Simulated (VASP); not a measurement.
# P in VASP: single point with PBEsol

Aim: the single point of P with PBEsol.

Everything below comes from runs of VASP 6.6.1. Logs are shortened: lines on timing, memory, paths and dates and some standing lists are left out, and cuts for length are marked.

## 1. The cell of the first run

The cell holds a slab with vacuum, 4 atoms: a = 3.284 Å, b = 34.875 Å, c = 4.437 Å, α = 90.00°, β = 90.00°, γ = 90.00°.

## 2. Single point, PBEsol (atom 1 (P) moved -0.120 Å along Cartesian [1 1 0])

Contents of INCAR:

```
SYSTEM = P
  PREC = Accurate
  ENCUT = 520
  EDIFF = 1E-6
  ISMEAR = 0
  SIGMA = 0.05
  LREAL = .FALSE.
  LASPH = .TRUE.
  NELM = 100
  ALGO = Normal
  ISIF = 2
  LWAVE = .FALSE.
  LCHARG = .FALSE.
  GGA = PS
  NBANDS = 18
```

Contents of KPOINTS:

```
regular mesh
0
G
  8 1 6
  0 0 0
```

Contents of POSCAR:

```
P
1.0
    3.2843671017      0.0000000000      0.0000000000
    0.0000000000     34.8747470704      0.0000000000
    0.0000000000      0.0000000000      4.4369100789
P
4
Direct
   -0.0258353622      0.9672545504      0.5826201292
    0.0000000000      0.0303123764      0.4173798708
    0.5000000000      0.0303123764      0.0826201292
    0.5000000000      0.9696876236      0.9173798708
```

Potentials or basis: VASP PAW PBE potentials, release 64 (P).

On the command line:

```
$ cat potpaw_PBE.64/P/POTCAR > POTCAR
$ mpirun -np 1 vasp_std > vasp.out
```

OUTCAR:

```text
SYSTEM = P
   PREC = Accurate
   ENCUT = 520
   EDIFF = 1E-6
   ISMEAR = 0
   LREAL = .FALSE.
   LASPH = .TRUE.
   NELM = 100
   ISIF = 2
   GGA = PS

 ion  position               nearest neighbor table
   1  0.974  0.967  0.583-   4 2.15   4 2.28   2 2.32
   2  0.000  0.030  0.417-   3 2.21   3 2.21   1 2.32
   3  0.500  0.030  0.083-   2 2.21   2 2.21   4 2.24
   4  0.500  0.970  0.917-   1 2.15   3 2.24   1 2.28

  LATTYP: Found a simple orthorhombic cell.
 ALAT       =     3.2843671017
 B/A-ratio  =     1.3509178303
 C/A-ratio  =    10.6184071361

  Lattice vectors:

 A1 = (  -3.2843671017,   0.0000000000,   0.0000000000)
 A2 = (   0.0000000000,   0.0000000000,   4.4369100789)
 A3 = (   0.0000000000,  34.8747470704,   0.0000000000)

Analysis of symmetry for initial positions (statically):
=====================================================================
 Subroutine PRICEL returns:
 Original cell was already a primitive cell.

 Routine SETGRP: Setting up the symmetry group for a
 simple orthorhombic supercell.

 Subroutine GETGRP returns: Found  1 space group operations
 (whereof  1 operations were pure point group operations)
 out of a pool of  8 trial point group operations.

The static configuration has the point symmetry C_1 .

Analysis of symmetry for dynamics (positions and initial velocities):
=====================================================================
 Subroutine PRICEL returns:
 Original cell was already a primitive cell.

 Routine SETGRP: Setting up the symmetry group for a
 simple orthorhombic supercell.

 Subroutine GETGRP returns: Found  1 space group operations
 (whereof  1 operations were pure point group operations)
 out of a pool of  8 trial point group operations.

The dynamic configuration has the point symmetry C_1 .

 Subroutine INISYM returns: Found  1 space group operations
 (whereof  1 operations are pure point group operations),
 and found     1 'primitive' translations

----------------------------------------------------------------------------------------

                                     Primitive cell

  volume of cell :     508.2102

  direct lattice vectors                    reciprocal lattice vectors
     3.284367102  0.000000000  0.000000000     0.304472664  0.000000000  0.000000000
     0.000000000 34.874747070  0.000000000     0.000000000  0.028674043  0.000000000
     0.000000000  0.000000000  4.436910079     0.000000000  0.000000000  0.225382075

  length of vectors
     3.284367102 34.874747070  4.436910079     0.304472664  0.028674043  0.225382075

  position of ions in fractional coordinates (direct lattice)
     0.974164638  0.967254550  0.582620129
     0.000000000  0.030312376  0.417379871
     0.500000000  0.030312376  0.082620129
     0.500000000  0.969687624  0.917379871

  ion indices of the primitive-cell ions
   primitive index   ion index
                 1           1
                 2           2
                 3           3
                 4           4

----------------------------------------------------------------------------------------

 KPOINTS: regular mesh

Automatic generation of k-mesh.
 Grid dimensions read from file:
 generate k-points for:    8    1    6

 Generating k-lattice:

  Cartesian coordinates                     Fractional coordinates (reciprocal lattice)
     0.038059083  0.000000000  0.000000000     0.125000000  0.000000000  0.000000000
     0.000000000  0.028674043  0.000000000     0.000000000  1.000000000  0.000000000
     0.000000000  0.000000000  0.037563679     0.000000000  0.000000000  0.166666667

  Length of vectors
     0.038059083  0.028674043  0.037563679

  Shift w.r.t. Gamma in fractional coordinates (k-lattice)
     0.000000000  0.000000000  0.000000000

 Subroutine IBZKPT returns following result:
 ===========================================

 Found     26 irreducible k-points:

 Following reciprocal coordinates:
            Coordinates               Weight
  0.000000  0.000000  0.000000      1.000000
  0.125000  0.000000  0.000000      2.000000
  0.250000  0.000000  0.000000      2.000000
  0.375000  0.000000  0.000000      2.000000
  0.500000  0.000000  0.000000      1.000000
  0.000000  0.000000  0.166667      2.000000
[... 16 lines left out ...]
  0.125000  0.000000  0.500000      2.000000
  0.250000  0.000000  0.500000      2.000000
 [... further k-points ...]
   k-points           NKPTS =     26   k-points in BZ     NKDIM =     26   number of bands    NBANDS=     18
   number of dos      NEDOS =    301   number of ions     NIONS =      4
   total plane-waves  NPLWV = 233280
   dimension x,y,z NGX =    24 NGY =  270 NGZ =   36
   dimension x,y,z NGXF=    48 NGYF=  540 NGZF=   72
   ions per type =               4
   NGX,Y,Z   is equivalent  to a cutoff of  12.15, 12.87, 13.49 a.u.
   NGXF,Y,Z  is equivalent  to a cutoff of  24.30, 25.74, 26.98 a.u.
 SYSTEM =  P
   PREC   = accura    normal or accurate (medium, high low for compatibility)
   ISTART =      0    job   : 0-new  1-cont  2-samecut
   ICHARG =      2    charge: 1-file 2-atom 10-const
   ISPIN  =      1    spin polarized calculation?
   LNONCOLLINEAR =      F non collinear calculations
   LSORBIT =      F    spin-orbit coupling
   LASPH  =      T    aspherical Exc in radial PAW
   ENCUT  =  520.0 eV  38.22 Ry    6.18 a.u.   6.11 64.84  8.25*2*pi/ulx,y,z
   NELM   =    100;   NELMIN=  2; NELMDL= -5     # of ELM steps
   EDIFF  = 0.1E-05   stopping-criterion for ELM
   LREAL  =      F    real-space projection
[... 7 lines left out ...]
   TEBEG  =    0.0;   TEEND  =   0.0 temperature during run
   PSTRESS=    0.0 pullay stress
   NELECT =      20.0000    total number of electrons
   NUPDOWN=      -1.0000    fix difference up-down
   EMIN   =  10.00;   EMAX   =-10.00  energy-range for DOS
   EFERMI =   0.00;   METHOD = LEGACY
   ISMEAR =     0;   SIGMA  =   0.05  broadening in eV -4-tet -1-fermi 0-gaus
   EFERMI_NEDOS =   21; number of points for ismear=-14 and -15
   IALGO  =     38    algorithm
   IMIX   =      4    mixing-type and parameters
     AMIX     =   0.40;   BMIX     =  1.00
     AMIX_MAG =   1.60;   BMIX_MAG =  1.00
  volume/ion in A,a.u.               =     127.05       857.39
  Fermi-wavevector in a.u.,A,eV,Ry     =   0.556848  1.052291  4.218898  0.310080
  Thomas-Fermi vector in A             =   1.591191
   LORBIT       =      0    0 simple, 1 ext, 2 COOP (PROOUT), +10 PAW based schemes
   GGA     = PS    functional components
   LHFCALC =     F    Hartree Fock is set to
   AEXX    =    0.0000 exact exchange contribution
   IVDW    =     0    specifies the selected vdW correction
   LEPSILON=     F    determine dielectric tensor
   LRPA    =     F    only Hartree local field effects (RPA)
 non-spin polarized calculation
 Gauss-broadening in eV      SIGMA  =   0.05
  energy-cutoff  :      520.00
  volume of cell :      508.21
 maximum number of plane-waves:     13734
   NGX = 13   NGY =129   NGZ = 17

 number of electron      19.9999999 magnetization

 Free energy of the ion-electron system (eV)
  ---------------------------------------------------
  ext. energy  EPLUGINS =         0.00000000
  ---------------------------------------------------
  free energy    TOTEN  =       -22.76707200 eV

  energy without entropy =      -22.76707200  energy(sigma->0) =      -22.76707200

 E-fermi :  -2.9744     XC(G=0):  -1.8143

 val. band max:       -3.2549725850   @ k =   0.0000   0.0000   0.0000
 cond. band min:      -2.7393295111   @ k =   0.0000   0.0000   0.0000
 fundamental gap:      0.5156430740
 Fermi energy:        -2.9743576758

 k-point     1 :       0.0000    0.0000    0.0000
  band No.  band energies     occupation
      1     -18.3805      2.00000
      2     -15.8960      2.00000
      3     -12.1221      2.00000
      4      -9.0812      2.00000
      5      -7.9953      2.00000
      6      -7.8445      2.00000
[... 10 lines left out ...]
     17       1.6656      0.00000
     18       1.8171      0.00000

 k-point     2 :       0.1250    0.0000    0.0000
  band No.  band energies     occupation
      1     -18.1915      2.00000
      2     -15.7011      2.00000
      3     -12.2324      2.00000
      4      -8.9369      2.00000
      5      -8.0993      2.00000
      6      -7.8053      2.00000
[... 10 lines left out ...]
     17       1.8831      0.00000
     18       1.9464      0.00000

 k-point     3 :       0.2500    0.0000    0.0000
  band No.  band energies     occupation
      1     -17.6305      2.00000
      2     -15.1211      2.00000
      3     -12.8221      2.00000
      4      -9.3821      2.00000
      5      -8.5953      2.00000
      6      -8.4135      2.00000
[... 10 lines left out ...]
     17       2.0393      0.00000
     18       2.3240      0.00000

 k-point     4 :       0.3750    0.0000    0.0000
  band No.  band energies     occupation
      1     -16.7205      2.00000
      2     -14.2628      2.00000
      3     -13.9534      2.00000
      4     -11.1584      2.00000
      5      -8.5228      2.00000
      6      -7.9768      2.00000
[... 10 lines left out ...]
     17       2.9759      0.00000
     18       3.0266      0.00000

 k-point     5 :       0.5000    0.0000    0.0000
  band No.  band energies     occupation
      1     -15.6735      2.00000
      2     -15.3029      2.00000
      3     -13.0077      2.00000
      4     -12.6023      2.00000
      5      -8.1525      2.00000
      6      -7.8682      2.00000
[... 10 lines left out ...]
     17       3.3356      0.00000
     18       3.5917      0.00000

 k-point     6 :       0.0000    0.0000    0.1667
  band No.  band energies     occupation
      1     -18.2324      2.00000
      2     -16.0322      2.00000
      3     -12.3358      2.00000
      4      -9.7425      2.00000
      5      -7.7322      2.00000
      6      -7.2638      2.00000
[... 10 lines left out ...]
     17       1.8746      0.00000
     18       2.0464      0.00000

 k-point     7 :       0.1250    0.0000    0.1667
  band No.  band energies     occupation
      1     -18.0467      2.00000
      2     -15.8345      2.00000
      3     -12.3853      2.00000
      4      -9.6202      2.00000
      5      -7.9563      2.00000
      6      -7.7900      2.00000
[... 10 lines left out ...]
     17       1.6318      0.00000
     18       2.0921      0.00000

 k-point     8 :       0.1250    0.0000   -0.1667
  band No.  band energies     occupation
      1     -18.0422      2.00000
      2     -15.8502      2.00000
      3     -12.3518      2.00000
      4      -9.6951      2.00000
      5      -7.8908      2.00000
      6      -7.6897      2.00000
[... 10 lines left out ...]
     17       1.6385      0.00000
     18       2.0917      0.00000
[... 229 lines left out ...]
     17       3.3298      0.00000
     18       3.4955      0.00000

 k-point    20 :       0.3750    0.0000   -0.3333
  band No.  band energies     occupation
      1     -16.1848      2.00000
      2     -15.1331      2.00000
      3     -12.9165      2.00000
      4     -11.8472      2.00000
      5      -9.3588      2.00000
      6      -8.3978      2.00000
[... 10 lines left out ...]
     17       3.2749      0.00000
     18       3.5395      0.00000

 k-point    21 :       0.5000    0.0000    0.3333
  band No.  band energies     occupation
      1     -15.3540      2.00000
      2     -15.0127      2.00000
      3     -13.2123      2.00000
      4     -12.7965      2.00000
      5      -8.6194      2.00000
      6      -8.3989      2.00000
[... 10 lines left out ...]
     17       2.7335      0.00000
     18       2.9105      0.00000

 k-point    22 :       0.0000    0.0000    0.5000
  band No.  band energies     occupation
      1     -17.2347      2.00000
      2     -17.1056      2.00000
      3     -12.0031      2.00000
      4     -11.7443      2.00000
      5      -6.4658      2.00000
      6      -6.4386      2.00000
[... 10 lines left out ...]
     17       2.8890      0.00000
     18       2.9111      0.00000

 k-point    23 :       0.1250    0.0000    0.5000
  band No.  band energies     occupation
      1     -17.0548      2.00000
      2     -16.9218      2.00000
      3     -11.9140      2.00000
      4     -11.6458      2.00000
      5      -7.1540      2.00000
      6      -7.1027      2.00000
[... 10 lines left out ...]
     17       3.1248      0.00000
     18       3.1431      0.00000

 k-point    24 :       0.2500    0.0000    0.5000
  band No.  band energies     occupation
      1     -16.5319      2.00000
      2     -16.3824      2.00000
      3     -11.8611      2.00000
      4     -11.5577      2.00000
      5      -8.8320      2.00000
      6      -8.7330      2.00000
[... 10 lines left out ...]
     17       2.9983      0.00000
     18       3.1754      0.00000

 [... further k-points ...]
[... 5 lines left out ...]
  --------------------------------------------------------------------------------------
  -------------------------------------------------------------------------------------
  Total       -0.0329662     -1.3761183     -0.1242675     -0.4308976     -0.0764057     -1.0700109
  in kB       -0.1039290     -4.3383339     -0.3917641     -1.3584426     -0.2408756     -3.3733033
  external PRESSURE =      -1.6113423 kB  Pullay stress =       0.0000000 kB

 VOLUME and BASIS-vectors are now :
 -----------------------------------------------------------------------------
  energy-cutoff  :      520.00
  volume of cell :      508.21
      direct lattice vectors                 reciprocal lattice vectors
     3.284367102  0.000000000  0.000000000     0.304472664  0.000000000  0.000000000
     0.000000000 34.874747070  0.000000000     0.000000000  0.028674043  0.000000000
     0.000000000  0.000000000  4.436910079     0.000000000  0.000000000  0.225382075

 POSITION                                       TOTAL-FORCE (eV/Angst)
 -----------------------------------------------------------------------------------
      3.19951     33.73276      2.58503         0.949879      0.711507     -0.114135
      0.00000      1.05714      1.85188        -0.094456     -0.670290      0.010945
      1.64218      1.05714      0.36658        -0.071247      0.054541     -0.051606
      1.64218     33.81761      4.07033        -0.784176     -0.095758      0.154796
 -----------------------------------------------------------------------------------
    total drift:                               -0.000006     -0.000154     -0.000017

  FREE ENERGIE OF THE ION-ELECTRON SYSTEM (eV)
  ---------------------------------------------------
  free  energy   TOTEN  =       -22.7670720017 eV

  energy  without entropy=      -22.7670720017  energy(sigma->0) =      -22.76707200
```

Run time: 3.2 min. Hardware: 1 thread of AMD EPYC 9R45 (Zen 5), shared host; peak memory 0.54 GiB.

Results:

```yaml
Free_energy: -22.7671 eV
Largest_force: 1.192 eV/Å
Band_gap_on_the_k_mesh: 0.52 eV
```

Forces on the atoms (eV/Å):
```
P    0.950  0.712 -0.114
P   -0.094 -0.670  0.011
P   -0.071  0.055 -0.052
P   -0.784 -0.096  0.155
```

Levels at points of the mesh, in eV from the valence-band top:
| k point | band 7 | band 8 | band 9 | band 10 | band 11 | band 12 | band 13 | band 14 |
| --- | --- | --- | --- | --- | --- | --- | --- | --- |
| (0.00, 0.00, 0.00) | -3.37 | -2.04 | -1.71 | 0.00 | 0.52 | 1.50 | 2.65 | 3.67 |
| (0.50, 0.00, 0.00) | -2.81 | -2.67 | -2.21 | -1.94 | 1.09 | 1.27 | 1.71 | 2.01 |
| (0.00, 0.00, 0.50) | -2.55 | -2.47 | -0.96 | -0.91 | 1.96 | 2.06 | 3.31 | 3.46 |
| (0.50, 0.00, 0.50) | -4.89 | -4.76 | -1.43 | -1.31 | 2.07 | 2.37 | 4.20 | 4.44 |

Caveat: the cell differs from its parent crystal (atom 1 (P) moved -0.120 Å along Cartesian [1 1 0]); there is no dipole correction, which matters where the two faces differ; the PAW data sets were made with another functional, which shifts forces and pressure a little.
